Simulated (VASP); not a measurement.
# Cu (Fm-3m) in VASP: notebook

Cu is run at these levels: LDA; tasks: single point.

Program: VASP 6.6.1. These are calculated values, not measurements. Logs are shortened: lines on timing, memory, paths and dates and some standing lists are left out, and cuts for length are marked.

### Step 1. The cell of the first run

It takes space group Fm-3m (No. 225, cubic). The conventional cell has a = 3.518 Å, b = 3.518 Å, c = 3.518 Å, α = 90.00°, β = 90.00°, γ = 90.00°. Within 3.3 Å of Cu (site symmetry m-3m) lie 12 Cu at 2.49 Å.

### Step 2. Single point, LDA

INCAR

```
SYSTEM = Cu
ALGO = Normal
EDIFF = 1E-6
ENCUT = 520
ISIF = 2
ISMEAR = -1
LASPH = .True.
LCHARG = .True.
LELF = .True.
LREAL = .False.
LVHAR = .True.
LWAVE = .False.
NBANDS = 12
NELM = 100
PREC = Accurate
SIGMA = 0.1
```

KPOINTS

```
k-points
0
Gamma
  2 2 2
  0 0 0
```

POSCAR

```
Cu
1.0
    0.0000000000      1.7588202533      1.7588202533
    1.7588202533      0.0000000000      1.7588202533
    1.7588202533      1.7588202533      0.0000000000
Cu
1
Direct
    0.0000000000      0.0000000000      0.0000000000
```

Potentials or basis: VASP PAW LDA potentials, release 64 (Cu).

Launch:

```bash
$ cat potpaw_LDA.64/Cu/POTCAR > POTCAR
$ mpirun -np 1 vasp_std > vasp.out
```

OUTCAR:

```text
SYSTEM = Cu
   EDIFF = 1E-6
   ENCUT = 520
   ISIF = 2
   ISMEAR = -1
   LASPH = .True.
   LREAL = .False.
   NELM = 100
   PREC = Accurate

 ion  position               nearest neighbor table
   1  0.000  0.000  0.000-

  LATTYP: Found a face centered cubic cell.
 ALAT       =     3.5176405066

  Lattice vectors:

 A1 = (   0.0000000000,   1.7588202533,   1.7588202533)
 A2 = (   1.7588202533,   0.0000000000,   1.7588202533)
 A3 = (   1.7588202533,   1.7588202533,   0.0000000000)

Analysis of symmetry for initial positions (statically):
=====================================================================
 Subroutine PRICEL returns:
 Original cell was already a primitive cell.

 Routine SETGRP: Setting up the symmetry group for a
 face centered cubic supercell.

 Subroutine GETGRP returns: Found 48 space group operations
 (whereof 48 operations were pure point group operations)
 out of a pool of 48 trial point group operations.

The static configuration has the point symmetry O_h .

Analysis of symmetry for dynamics (positions and initial velocities):
=====================================================================
 Subroutine PRICEL returns:
 Original cell was already a primitive cell.

 Routine SETGRP: Setting up the symmetry group for a
 face centered cubic supercell.

 Subroutine GETGRP returns: Found 48 space group operations
 (whereof 48 operations were pure point group operations)
 out of a pool of 48 trial point group operations.

The dynamic configuration has the point symmetry O_h .

 Subroutine INISYM returns: Found 48 space group operations
 (whereof 48 operations are pure point group operations),
 and found     1 'primitive' translations

----------------------------------------------------------------------------------------

                                     Primitive cell

  volume of cell :      10.8816

  direct lattice vectors                    reciprocal lattice vectors
     0.000000000  1.758820253  1.758820253    -0.284281466  0.284281466  0.284281466
     1.758820253  0.000000000  1.758820253     0.284281466 -0.284281466  0.284281466
     1.758820253  1.758820253  0.000000000     0.284281466  0.284281466 -0.284281466

  length of vectors
     2.487347456  2.487347456  2.487347456     0.492389943  0.492389943  0.492389943

  position of ions in fractional coordinates (direct lattice)
     0.000000000  0.000000000  0.000000000

  ion indices of the primitive-cell ions
   primitive index   ion index
                 1           1

----------------------------------------------------------------------------------------

 KPOINTS: k-points

Automatic generation of k-mesh.
 Grid dimensions read from file:
 generate k-points for:    2    2    2

 Generating k-lattice:

  Cartesian coordinates                     Fractional coordinates (reciprocal lattice)
    -0.142140733  0.142140733  0.142140733     0.500000000  0.000000000  0.000000000
     0.142140733 -0.142140733  0.142140733     0.000000000  0.500000000  0.000000000
     0.142140733  0.142140733 -0.142140733     0.000000000  0.000000000  0.500000000

  Length of vectors
     0.246194971  0.246194971  0.246194971

  Shift w.r.t. Gamma in fractional coordinates (k-lattice)
     0.000000000  0.000000000  0.000000000

 Subroutine IBZKPT returns following result:
 ===========================================

 Found      3 irreducible k-points:

 Following reciprocal coordinates:
            Coordinates               Weight
  0.000000  0.000000  0.000000      1.000000
  0.500000  0.000000  0.000000      4.000000
  0.500000  0.500000  0.000000      3.000000
   k-points           NKPTS =      3   k-points in BZ     NKDIM =      3   number of bands    NBANDS=     12
   number of dos      NEDOS =    301   number of ions     NIONS =      1
   total plane-waves  NPLWV =   5832
   dimension x,y,z NGX =    18 NGY =   18 NGZ =   18
   dimension x,y,z NGXF=    36 NGYF=   36 NGZF=   36
   ions per type =               1
   NGX,Y,Z   is equivalent  to a cutoff of  12.03, 12.03, 12.03 a.u.
   NGXF,Y,Z  is equivalent  to a cutoff of  24.06, 24.06, 24.06 a.u.
 SYSTEM =  Cu
   PREC   = accura    normal or accurate (medium, high low for compatibility)
   ISTART =      0    job   : 0-new  1-cont  2-samecut
   ICHARG =      2    charge: 1-file 2-atom 10-const
   ISPIN  =      1    spin polarized calculation?
   LNONCOLLINEAR =      F non collinear calculations
   LSORBIT =      F    spin-orbit coupling
   LASPH  =      T    aspherical Exc in radial PAW
   ENCUT  =  520.0 eV  38.22 Ry    6.18 a.u.   4.62  4.62  4.62*2*pi/ulx,y,z
   NELM   =    100;   NELMIN=  2; NELMDL= -5     # of ELM steps
   EDIFF  = 0.1E-05   stopping-criterion for ELM
   LREAL  =      F    real-space projection
   EDIFFG = 0.1E-04   stopping-criterion for IOM
   NSW    =      0    number of steps for IOM
   IBRION =     -1    ionic relax: 0-MD 1-quasi-New 2-CG
   NFREE  =      0    steps in history (QN), initial steepest desc. (CG)
   ISIF   =      2    stress and relaxation
   ISYM   =      2    0-nonsym 1-usesym 2-fastsym
   POTIM  = 0.5000    time-step for ionic-motion
   TEBEG  =    0.0;   TEEND  =   0.0 temperature during run
   PSTRESS=    0.0 pullay stress
   NELECT =      11.0000    total number of electrons
   NUPDOWN=      -1.0000    fix difference up-down
   EMIN   =  10.00;   EMAX   =-10.00  energy-range for DOS
   EFERMI =   0.00;   METHOD = LEGACY
   ISMEAR =    -1;   SIGMA  =   0.10  broadening in eV -4-tet -1-fermi 0-gaus
   EFERMI_NEDOS =   21; number of points for ismear=-14 and -15
   IALGO  =     38    algorithm
   IMIX   =      4    mixing-type and parameters
     AMIX     =   0.40;   BMIX     =  1.00
     AMIX_MAG =   1.60;   BMIX_MAG =  1.00
  volume/ion in A,a.u.               =      10.88        73.43
  Fermi-wavevector in a.u.,A,eV,Ry     =   1.643013  3.104844 36.728804  2.699491
  Thomas-Fermi vector in A             =   2.733219
   LORBIT       =      0    0 simple, 1 ext, 2 COOP (PROOUT), +10 PAW based schemes
   GGA     = CA    functional components
   LHFCALC =     F    Hartree Fock is set to
   AEXX    =    0.0000 exact exchange contribution
   IVDW    =     0    specifies the selected vdW correction
   LEPSILON=     F    determine dielectric tensor
   LRPA    =     F    only Hartree local field effects (RPA)
 non-spin polarized calculation
  energy-cutoff  :      520.00
  volume of cell :       10.88
 maximum number of plane-waves:       302
   NGX =  9   NGY =  9   NGZ =  9

 number of electron      10.9999994 magnetization

 Free energy of the ion-electron system (eV)
  ---------------------------------------------------
  ext. energy  EPLUGINS =         0.00000000
  ---------------------------------------------------
  free energy    TOTEN  =        -2.55340679 eV

  energy without entropy =       -2.46312924  energy(sigma->0) =       -2.50826801

 E-fermi :   7.3855     XC(G=0): -13.5855

 val. band max:        7.1941932971   @ k =   0.5000   0.0000   0.0000
 cond. band min:       9.8299212641   @ k =   0.5000   0.5000   0.0000
 fundamental gap:      2.6357279670
 Fermi energy:         7.3855125901

 k-point     1 :       0.0000    0.0000    0.0000
  band No.  band energies     occupation
      1      -1.5794      2.00000
      2       5.3094      2.00000
      3       5.3094      2.00000
      4       5.3094      2.00000
      5       6.3079      1.99996
      6       6.3079      1.99996
      7      31.6742      0.00000
      8      34.8977      0.00000
      9      34.8977      0.00000
     10      34.8977      0.00000
     11      37.5419      0.00000
     12      37.5419      0.00000

 k-point     2 :       0.5000    0.0000    0.0000
  band No.  band energies     occupation
      1       2.9400      2.00000
      2       5.2881      2.00000
      3       5.2881      2.00000
      4       6.9523      1.97407
      5       6.9523      1.97407
      6       7.1942      1.74275
      7      12.7047      0.00000
      8      30.1994      0.00000
      9      31.6382      0.00000
     10      31.6382      0.00000
     11      34.7703      0.00000
     12      34.7703      0.00000

 k-point     3 :       0.5000    0.5000    0.0000
  band No.  band energies     occupation
      1       3.1810      2.00000
      2       3.6807      2.00000
      3       6.9522      1.97409
      4       7.1052      1.88571
      5       7.1052      1.88571
      6       9.8299      0.00000
      7      16.2448      0.00000
      8      22.0746      0.00000
      9      22.0746      0.00000
     10      26.9945      0.00000
     11      30.1296      0.00000
     12      51.9861      0.00000

------------------------ aborting loop because EDIFF is reached ----------------------------------------

  FORCE on cell =-STRESS in cart. coord.  units (eV):
  Direction    XX          YY          ZZ          XY          YZ          ZX
  --------------------------------------------------------------------------------------
  -------------------------------------------------------------------------------------
  Total        2.0536573      2.0536573      2.0536573     -0.0000000     -0.0000000      0.0000000
  in kB      302.3738221    302.3738221    302.3738221     -0.0000000     -0.0000000      0.0000000
  external PRESSURE =     302.3738221 kB  Pullay stress =       0.0000000 kB

 VOLUME and BASIS-vectors are now :
 -----------------------------------------------------------------------------
  energy-cutoff  :      520.00
  volume of cell :       10.88
      direct lattice vectors                 reciprocal lattice vectors
     0.000000000  1.758820253  1.758820253    -0.284281466  0.284281466  0.284281466
     1.758820253  0.000000000  1.758820253     0.284281466 -0.284281466  0.284281466
     1.758820253  1.758820253  0.000000000     0.284281466  0.284281466 -0.284281466

 POSITION                                       TOTAL-FORCE (eV/Angst)
 -----------------------------------------------------------------------------------
      0.00000      0.00000      0.00000         0.000000      0.000000     -0.000000
 -----------------------------------------------------------------------------------
    total drift:                                0.000000     -0.000000      0.000000

  FREE ENERGIE OF THE ION-ELECTRON SYSTEM (eV)
  ---------------------------------------------------
  free  energy   TOTEN  =        -2.5534067888 eV

  energy  without entropy=       -2.4631292382  energy(sigma->0) =       -2.50826801
```

Wall time 1.9 s (1 thread of AMD EPYC 7R13 (Zen 3), shared host); peak memory 0.08 GiB.

Results:

| Quantity | Value |
| --- | --- |
| Free energy | -2.5534 eV |
| Pressure | 30.2 GPa |

Levels at points of the mesh, in eV from the Fermi level:
```
           k point  band 4  band 5  band 6  band 7  band 8  band 9
(0.00, 0.00, 0.00)   -2.08   -1.08   -1.08   24.29   27.51   27.51
(0.50, 0.00, 0.00)   -0.43   -0.43   -0.19    5.32   22.81   24.25
(0.50, 0.50, 0.00)   -0.28   -0.28    2.44    8.86   14.69   14.69
```

Caveat: the k points lie up to 1.55 Å⁻¹ apart.

### Step 3. Single point, LDA

INCAR

```
PREC = Accurate
ENCUT = 520
EDIFF = 1E-6
ISMEAR = -1
SIGMA = 0.1
LREAL = F
LASPH = T
NELM = 100
ALGO = Normal
ISIF = 2
LWAVE = F
LCHARG = T
LELF = T
LVHAR = T
NBANDS = 12
```

KPOINTS

```
Automatic mesh
0
Gamma
  4 4 4
```

POSCAR is that of step 2.

Potentials or basis: VASP PAW LDA potentials, release 64 (Cu).

Launch:

```bash
$ cat potpaw_LDA.64/Cu/POTCAR > POTCAR
$ mpirun -np 1 vasp_std > vasp.out
```

Run time: 2.1 s. Hardware: 1 thread of AMD EPYC 7R13 (Zen 3), shared host; peak memory 0.08 GiB.

Results (log left out):

* Free energy: -4.5399 eV
* Pressure: 3.2 GPa

Levels at points of the mesh, in eV from the Fermi level:
```
           k point  band 3  band 4  band 5  band 6  band 7  band 8  band 9  band 10
(0.00, 0.00, 0.00)   -4.04   -4.04   -3.09   -3.09   22.63   25.76   25.76    25.76
(0.50, 0.00, 0.00)   -4.07   -2.44   -2.44   -1.91    3.46   21.12   22.52    22.52
(0.50, 0.50, 0.00)   -2.46   -2.29   -2.29    0.73    7.01   12.96   12.96    17.81
```

Caveat: the k points lie up to 0.77 Å⁻¹ apart.

### Step 4. Single point, LDA

INCAR

```
SYSTEM = Cu
ALGO = Normal ; EDIFF = 1E-6
ENCUT = 520 ; ISIF = 2
ISMEAR = -1 ; LASPH = .TRUE.
LCHARG = .FALSE. ; LREAL = .FALSE.
LWAVE = .FALSE. ; NBANDS = 12
NELM = 100 ; PREC = Accurate
SIGMA = 0.1
```

KPOINTS

```
k-points
0
G
  5 5 5
  0 0 0
```

POSCAR is that of step 3.

Potentials or basis: VASP PAW LDA potentials, release 64 (Cu).

Launch:

```bash
$ cat potpaw_LDA.64/Cu/POTCAR > POTCAR
$ mpirun -np 1 vasp_std > vasp.out
```

OUTCAR:

```text
SYSTEM = Cu
   EDIFF = 1E-6
   ENCUT = 520
   ISIF = 2
   ISMEAR = -1
   LASPH = .TRUE.
   LREAL = .FALSE.
   NELM = 100
   PREC = Accurate

 ion  position               nearest neighbor table
   1  0.000  0.000  0.000-

  LATTYP: Found a face centered cubic cell.
 ALAT       =     3.5176405066

  Lattice vectors:

 A1 = (   0.0000000000,   1.7588202533,   1.7588202533)
 A2 = (   1.7588202533,   0.0000000000,   1.7588202533)
 A3 = (   1.7588202533,   1.7588202533,   0.0000000000)

Analysis of symmetry for initial positions (statically):
=====================================================================
 Subroutine PRICEL returns:
 Original cell was already a primitive cell.

 Routine SETGRP: Setting up the symmetry group for a
 face centered cubic supercell.

 Subroutine GETGRP returns: Found 48 space group operations
 (whereof 48 operations were pure point group operations)
 out of a pool of 48 trial point group operations.

The static configuration has the point symmetry O_h .

Analysis of symmetry for dynamics (positions and initial velocities):
=====================================================================
 Subroutine PRICEL returns:
[... 151 lines left out ...]
      4       5.1162      2.00000
      5       6.0677      2.00000
      6       6.0677      2.00000
      7      31.7367      0.00000
      8      34.8634      0.00000
      9      34.8634      0.00000
     10      34.8634      0.00000
     11      37.4923      0.00000
     12      37.4923      0.00000
[... 121 lines left out ...]
 k-point    10 :      -0.4000    0.4000    0.2000
  band No.  band energies     occupation
      1       3.8477      2.00000
      2       4.2347      2.00000
      3       4.7251      2.00000
      4       6.1081      2.00000
      5       6.6513      1.99998
      6      10.7847      0.00000
      7      17.1217      0.00000
      8      18.7754      0.00000
      9      20.7134      0.00000
     10      35.3449      0.00000
     11      36.8001      0.00000
     12      40.6153      0.00000

------------------------ aborting loop because EDIFF is reached ----------------------------------------

  FORCE on cell =-STRESS in cart. coord.  units (eV):
  Direction    XX          YY          ZZ          XY          YZ          ZX
  --------------------------------------------------------------------------------------
  -------------------------------------------------------------------------------------
  Total        0.0066381      0.0066381      0.0066381     -0.0000000     -0.0000000      0.0000000
  in kB        0.9773660      0.9773660      0.9773660     -0.0000000     -0.0000000      0.0000000
  external PRESSURE =       0.9773660 kB  Pullay stress =       0.0000000 kB

 VOLUME and BASIS-vectors are now :
 -----------------------------------------------------------------------------
  energy-cutoff  :      520.00
  volume of cell :       10.88
      direct lattice vectors                 reciprocal lattice vectors
     0.000000000  1.758820253  1.758820253    -0.284281466  0.284281466  0.284281466
     1.758820253  0.000000000  1.758820253     0.284281466 -0.284281466  0.284281466
     1.758820253  1.758820253  0.000000000     0.284281466  0.284281466 -0.284281466

 POSITION                                       TOTAL-FORCE (eV/Angst)
 -----------------------------------------------------------------------------------
      0.00000      0.00000      0.00000        -0.000000     -0.000000     -0.000000
 -----------------------------------------------------------------------------------
    total drift:                                0.000000     -0.000000      0.000000

  FREE ENERGIE OF THE ION-ELECTRON SYSTEM (eV)
  ---------------------------------------------------
  free  energy   TOTEN  =        -4.8181014283 eV

  energy  without entropy=       -4.8105116769  energy(sigma->0) =       -4.81430655
```

OSZICAR:

```text
N       E                     dE             d eps       ncg     rms          rms(c)
DAV:   1     0.411546922320E+02    0.41155E+02   -0.55015E+03   296   0.164E+03
DAV:   2    -0.438159413879E+01   -0.45536E+02   -0.42456E+02   252   0.215E+02
DAV:   3    -0.581448381600E+01   -0.14329E+01   -0.14285E+01   308   0.390E+01
DAV:   4    -0.582255001692E+01   -0.80662E-02   -0.80656E-02   264   0.274E+00
DAV:   5    -0.582262688044E+01   -0.76864E-04   -0.76863E-04   296   0.261E-01    0.801E+00
DAV:   6    -0.519914757272E+01    0.62348E+00   -0.14414E+01   280   0.756E+01    0.374E+00
DAV:   7    -0.483447121883E+01    0.36468E+00   -0.21606E+00   284   0.292E+01    0.564E-01
DAV:   8    -0.482027453154E+01    0.14197E-01   -0.63574E-03   304   0.150E+00    0.345E-01
DAV:   9    -0.481808944349E+01    0.21851E-02   -0.10761E-02   300   0.183E+00    0.182E-02
DAV:  10    -0.481809922497E+01   -0.97815E-05   -0.34326E-05   344   0.971E-02    0.439E-03
DAV:  11    -0.481810142095E+01   -0.21960E-05   -0.75972E-07   192   0.953E-03    0.607E-04
DAV:  12    -0.481810142826E+01   -0.73153E-08   -0.92735E-08   164   0.461E-03
   1 F= -.48181014E+01 E0= -.48143066E+01  d E =-.758975E-02
```

Run time: 2.1 s. Hardware: 1 thread of AMD EPYC 7R13 (Zen 3), shared host; peak memory 0.08 GiB.

Results:

```yaml
Free_energy: -4.8181 eV
Pressure: 0.1 GPa
```

Caveat: the k points lie up to 0.62 Å⁻¹ apart.

### Step 5. Overview

| k mesh | gap on the mesh (eV) | pressure (GPa) |
| --- | --- | --- |
| 2 × 2 × 2 | none | 30.2 |
| 4 × 4 × 4 | none | 3.2 |
| 5 × 5 × 5 | none | 0.1 |

Alike in all rows: task single point; level LDA; potentials or basis VASP PAW LDA potentials, release 64 (Cu); no spin polarisation; cell as given; cutoff (eV) 520; smearing fermi-dirac 0.1 eV.

Caveats: all runs use coarse meshes.

Total energies depend on the potentials used, so only differences within one code and one set of settings carry meaning.
